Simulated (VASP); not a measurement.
# PrScO (Imma) in VASP: relaxation of cell and atoms with PBE

Aim: the relaxation of cell and atoms of PrScO with PBE.

Everything below comes from runs of VASP 6.6.1. Logs are shortened: lines on timing, memory, paths and dates and some standing lists are left out, and cuts for length are marked.

## Step 1: The cell of the first run

The structure is orthorhombic, space group Imma (No. 74). The conventional cell has a = 5.396 Å, b = 5.412 Å, c = 7.732 Å, α = 90.00°, β = 90.00°, γ = 90.00°. Pr (site symmetry 2/m) has 2 Pr at 2.71 Å and 4 O at 2.72 Å and 6 Sc at 3.17 to 3.19 Å within 3.6 Å. Sc (site symmetry mm2) has 6 O at 3.17 to 3.21 Å and 6 Pr at 3.17 to 3.19 Å and 4 Sc at 3.30 to 3.34 Å within 4.2 Å. O (site symmetry 2/m) has 2 O at 2.70 Å and 4 Pr at 2.72 Å and 6 Sc at 3.17 to 3.21 Å within 3.6 Å.

The cell was generated, and may not be a known phase.

## Step 2: Relaxation of cell and atoms, PBE

INCAR

```
SYSTEM = PrScO
PREC = Accurate
ENCUT = 600
EDIFF = 1E-7
ISMEAR = 0
SIGMA = 0.2
LREAL = .FALSE.
LASPH = .TRUE.
NELM = 200
ALGO = Normal
ISIF = 3
LWAVE = .FALSE.
LCHARG = .FALSE.
GGA = PE
IBRION = 2
NSW = 36
EDIFFG = -0.08
GGA_COMPAT = .FALSE.
NELMIN = 4
LMAXMIX = 6
```

KPOINTS

```
Automatic mesh
0
G
  4 4 4
  0 0 0
```

POSCAR

```
PrScO
1.0
   -2.6981630800      2.7058957900      3.8661056100
    2.6981630800     -2.7058957900      3.8661056100
    2.6981630800      2.7058957900     -3.8661056100
Pr Sc O
2 2 2
Direct
    0.5000000000      0.0000000000      0.5000000000
    0.0000000000      0.0000000000      0.0000000000
    0.3769739900      0.6269739900      0.7500000000
    0.6230260100      0.3730260100      0.2500000000
    0.0000000000      0.0000000000      0.5000000000
    0.0000000000      0.5000000000      0.0000000000
```

Potentials or basis: VASP PAW PBE potentials, release 64 (Pr_3, Sc_sv, O), 4f in core.

Command:

```console
$ cat potpaw_PBE.64/Pr_3/POTCAR potpaw_PBE.64/Sc_sv/POTCAR potpaw_PBE.64/O/POTCAR > POTCAR
$ mpirun -np 1 vasp_std > vasp.out
```

OUTCAR:

```text
SYSTEM = PrScO
   PREC = Accurate
   ENCUT = 600
   EDIFF = 1E-7
   ISMEAR = 0
   LREAL = .FALSE.
   LASPH = .TRUE.
   NELM = 200
   ISIF = 3
   GGA = PE
   IBRION = 2
   NSW = 36
   EDIFFG = -0.08
   NELMIN = 4

 ion  position               nearest neighbor table
   1  0.500  0.000  0.500-   2 2.71   2 2.71   6 2.72   5 2.72   5 2.72   6 2.72   3 3.17   4 3.17
                             4 3.17   3 3.17   4 3.19   3 3.19
   2  0.000  0.000  0.000-   1 2.71   1 2.71   6 2.72   5 2.72   6 2.72   5 2.72   4 3.17   3 3.17
                             4 3.17   3 3.17   3 3.19   4 3.19
   3  0.377  0.627  0.750-   1 3.17   1 3.17   2 3.17   2 3.17   2 3.19   1 3.19   4 3.30   4 3.30
                             4 3.34   4 3.34
   4  0.623  0.373  0.250-   1 3.17   1 3.17   2 3.17   2 3.17   2 3.19   1 3.19   3 3.30   3 3.30
                             3 3.34   3 3.34
   5  0.000  0.000  0.500-   1 2.72   2 2.72   2 2.72   1 2.72
   6  0.000  0.500  0.000-   1 2.72   2 2.72   2 2.72   1 2.72

  LATTYP: Found a body centered orthorhombic cell.
 ALAT       =     5.3963261600
 B/A-ratio  =     1.0028659165
 C/A-ratio  =     1.4328658036

  Lattice vectors:

 A1 = (  -2.6981630800,   2.7058957900,   3.8661056100)
 A2 = (   2.6981630800,  -2.7058957900,   3.8661056100)
 A3 = (   2.6981630800,   2.7058957900,  -3.8661056100)

Analysis of symmetry for initial positions (statically):
=====================================================================
 Subroutine PRICEL returns:
 Original cell was already a primitive cell.

 Routine SETGRP: Setting up the symmetry group for a
 body centered orthorhombic supercell.

 Subroutine GETGRP returns: Found  8 space group operations
 (whereof  4 operations were pure point group operations)
 out of a pool of  8 trial point group operations.

The static configuration has the point symmetry C_2h.
 The point group associated with its full space group is D_2h.

Analysis of symmetry for dynamics (positions and initial velocities):
=====================================================================
 Subroutine PRICEL returns:
 Original cell was already a primitive cell.

 Routine SETGRP: Setting up the symmetry group for a
 body centered orthorhombic supercell.

 Subroutine GETGRP returns: Found  8 space group operations
 (whereof  4 operations were pure point group operations)
 out of a pool of  8 trial point group operations.

The dynamic configuration has the point symmetry C_2h.
 The point group associated with its full space group is D_2h.

 Subroutine INISYM returns: Found  8 space group operations
 (whereof  4 operations are pure point group operations),
 and found     1 'primitive' translations

----------------------------------------------------------------------------------------

[... 117 lines left out ...]
   LORBIT       =      0    0 simple, 1 ext, 2 COOP (PROOUT), +10 PAW based schemes
   GGA     = PE    functional components
   LHFCALC =     F    Hartree Fock is set to
   AEXX    =    0.0000 exact exchange contribution
   IVDW    =     0    specifies the selected vdW correction
   LEPSILON=     F    determine dielectric tensor
   LRPA    =     F    only Hartree local field effects (RPA)
 conjugate gradient relaxation of ions
 non-spin polarized calculation
 Gauss-broadening in eV      SIGMA  =   0.20
  energy-cutoff  :      600.00
  volume of cell :      112.90
 maximum number of plane-waves:      3794
 NGX is ok and might be reduce to    48
   NGX = 21   NGY = 21   NGZ = 21

--------------------------------------- Ionic step        1  -------------------------------------------

 number of electron      55.9999998 magnetization

 Free energy of the ion-electron system (eV)
  ---------------------------------------------------
  ext. energy  EPLUGINS =         0.00000000
  ---------------------------------------------------
  free energy    TOTEN  =       -34.06684441 eV

  energy without entropy =      -33.94023982  energy(sigma->0) =      -34.00354211

------------------------ aborting loop because EDIFF is reached ----------------------------------------

  FORCE on cell =-STRESS in cart. coord.  units (eV):
  Direction    XX          YY          ZZ          XY          YZ          ZX
  --------------------------------------------------------------------------------------
  -------------------------------------------------------------------------------------
  Total        7.8944658      7.7627479     -7.4696606      0.0000000      0.0000000      0.0000000
  in kB      112.0263958    110.1572536   -105.9981983      0.0000000      0.0000000      0.0000000
  external PRESSURE =      38.7284837 kB  Pullay stress =       0.0000000 kB
[... 67 lines left out ...]
--------------------------------------- Ionic step        3  -------------------------------------------

 number of electron      56.0000001 magnetization

 E-fermi :   3.6441     XC(G=0):  -9.8907

 val. band max:        3.6208727511   @ k =   0.5000   0.5000   0.2500
 cond. band min:       3.6633809515   @ k =   0.5000   0.5000   0.5000
 fundamental gap:      0.0425082004
 Fermi energy:         3.6441356030

 k-point     1 :       0.0000    0.0000    0.0000
  band No.  band energies     occupation
      1     -46.1728      2.00000
      2     -46.1627      2.00000
      3     -32.5896      2.00000
      4     -32.4212      2.00000
      5     -24.9212      2.00000
      6     -24.9010      2.00000
[... 670 lines left out ...]
  FREE ENERGIE OF THE ION-ELECTRON SYSTEM (eV)
  ---------------------------------------------------
  free  energy   TOTEN  =       -36.6606243726 eV

  energy  without entropy=      -36.5064422546  energy(sigma->0) =      -36.58353331

[... ionic steps 4 to 15 ...]

--------------------------------------- Ionic step       16  -------------------------------------------

 number of electron      56.0000004 magnetization

------------------------ aborting loop because EDIFF is reached ----------------------------------------
[... 75 lines left out ...]
--------------------------------------- Ionic step       18  -------------------------------------------

 number of electron      56.0000004 magnetization

 Free energy of the ion-electron system (eV)
  ---------------------------------------------------
  ext. energy  EPLUGINS =         0.00000000
  ---------------------------------------------------
  free energy    TOTEN  =       -43.00488888 eV

  energy without entropy =      -42.91277006  energy(sigma->0) =      -42.95882947

 E-fermi :   4.7155     XC(G=0): -10.4103

 val. band max:        4.7110183193   @ k =   0.2500   0.5000   0.0000
 cond. band min:       4.7274652344   @ k =   0.5000   0.5000   0.5000
 fundamental gap:      0.0164469151
 Fermi energy:         4.7155202911

 k-point     1 :       0.0000    0.0000    0.0000
  band No.  band energies     occupation
      1     -44.9354      2.00000
      2     -44.9263      2.00000
      3     -31.6798      2.00000
      4     -31.5912      2.00000
      5     -23.7709      2.00000
      6     -23.7494      2.00000
[... 670 lines left out ...]
  FREE ENERGIE OF THE ION-ELECTRON SYSTEM (eV)
  ---------------------------------------------------
  free  energy   TOTEN  =       -43.0048888805 eV

  energy  without entropy=      -42.9127700575  energy(sigma->0) =      -42.95882947

 reached required accuracy - stopping structural energy minimisation
```

CONTCAR:

```text
PrScO
   1.00000000000000
    -2.8792136228947887    3.6745682511090911    2.8418691639822602
     2.8792136228947887   -3.6745682511090911    2.8418691639822602
     2.8792136228947887    3.6745682511090911   -2.8418691639822602
  Pr              Sc              O
     2     2     2
Direct
     0.5000000000000000    1.0000000000000000    0.5000000000000000
     1.0000000000000000    1.0000000000000000    0.0000000000000000
     0.2539274195599205    0.5039274195599207    0.7500000000000000
     0.7460725804400793    0.4960725804400795    0.2500000000000000
     1.0000000000000000    1.0000000000000000    0.5000000000000000
     1.0000000000000000    0.5000000000000000    0.0000000000000000

  0.00000000E+00  0.00000000E+00  0.00000000E+00
  0.00000000E+00  0.00000000E+00  0.00000000E+00
  0.00000000E+00  0.00000000E+00  0.00000000E+00
  0.00000000E+00  0.00000000E+00  0.00000000E+00
  0.00000000E+00  0.00000000E+00  0.00000000E+00
  0.00000000E+00  0.00000000E+00  0.00000000E+00
```

Run time: 39 min. Hardware: 1 thread of Intel Xeon Platinum 8259CL at 2.50GHz (Skylake/Cascade Lake), shared host; peak memory 0.4 GiB.

Results:

```yaml
Free_energy: -43.0049 eV
Relaxed_volume: 20.04 Å³/atom
Relaxed_cell: a = 5.465 Å, b = 5.465 Å, c = 5.465 Å, α = 116.42°, β = 95.50°, γ = 117.34°
Space_group_after_relaxing_to_0.1_Å: Imma (No. 74)
Energy_gained_by_relaxing: 1489.7 meV/atom
Ionic_steps: 18
Pressure_after_relaxing: 0.1 GPa
Largest_force_after_relaxing: 0.040 eV/Å
Band_gap_on_the_k_mesh: zero (bands 28 and 29 overlap by 0.18 eV)
```

Forces on the atoms (eV/Å):
```
Pr   0.000  0.000  0.000
Pr   0.000  0.000  0.000
Sc   0.000  0.000 -0.040
Sc   0.000  0.000  0.040
O    0.000  0.000  0.000
O    0.000  0.000  0.000
```

Step by step:
```tsv
step	energy change (eV)	largest force (eV/Å)	pressure (GPa)	volume (Å³)
1	0.0000	0.0043	3.87	112.90
2	-1.1974	1.2119	-0.54	119.90
3	-2.5938	4.4208	-6.28	133.25
4	-2.5527	3.5565	-5.37	130.36
5	-3.2787	4.1654	-6.19	130.52
6	-4.6339	4.9605	-7.59	128.20
7	-6.1474	4.1970	-6.29	122.63
8	-7.0257	0.4124	7.65	110.11
9	-7.2301	2.2295	-0.66	115.18
10	-7.2784	1.6148	1.23	113.74
11	-7.8976	1.3086	1.02	114.67
12	-8.7873	0.4634	1.66	116.25
13	-8.7917	0.3992	1.83	116.31
14	-8.8747	0.5618	-0.15	118.99
15	-8.8968	0.6808	-1.68	121.32
16	-8.9362	0.1494	0.00	120.11
17	-8.9365	0.0993	0.16	120.00
18	-8.9380	0.0396	0.14	120.27
```

Final structure:
```
Pr Sc O
1.0
    -2.87921    3.67457    2.84187
     2.87921   -3.67457    2.84187
     2.87921    3.67457   -2.84187
Pr Sc O
2 2 2
Direct
  0.50000 0.00000 0.50000
  0.00000 0.00000 0.00000
  0.25393 0.50393 0.75000
  0.74607 0.49607 0.25000
  0.00000 0.00000 0.50000
  0.00000 0.50000 0.00000
```

Levels at points of the mesh, in eV from the Fermi level:
| k point | band 26 | band 27 | band 28 | band 29 | band 30 | band 31 |
| --- | --- | --- | --- | --- | --- | --- |
| (0.00, 0.00, 0.00) | -1.58 | -1.55 | -0.87 | 0.71 | 1.42 | 1.49 |
| (0.50, 0.00, 0.00) | -1.11 | -0.29 | -0.18 | -0.06 | 0.12 | 0.37 |
| (0.00, 0.50, 0.00) | -0.92 | -0.30 | -0.29 | -0.06 | 0.79 | 1.24 |
| (0.50, 0.50, 0.00) | -1.30 | -0.47 | -0.47 | 0.24 | 0.24 | 1.14 |
| (0.50, 0.50, 0.50) | -0.93 | -0.04 | 0.01 | 0.38 | 0.68 | 1.23 |

Caveat: spin-orbit coupling is left out, which moves the levels of the heavy elements; the 4f electrons are frozen in the core, so they carry no moment and show no levels; the run has no spin polarisation, though such a crystal can be magnetic; the relaxation stopped at a loose force limit of 0.08 eV/Å, so its end isn't a converged minimum. With open d or f shells a metallic result of PBE can be an artefact of self-interaction; +U or a hybrid may open a gap.
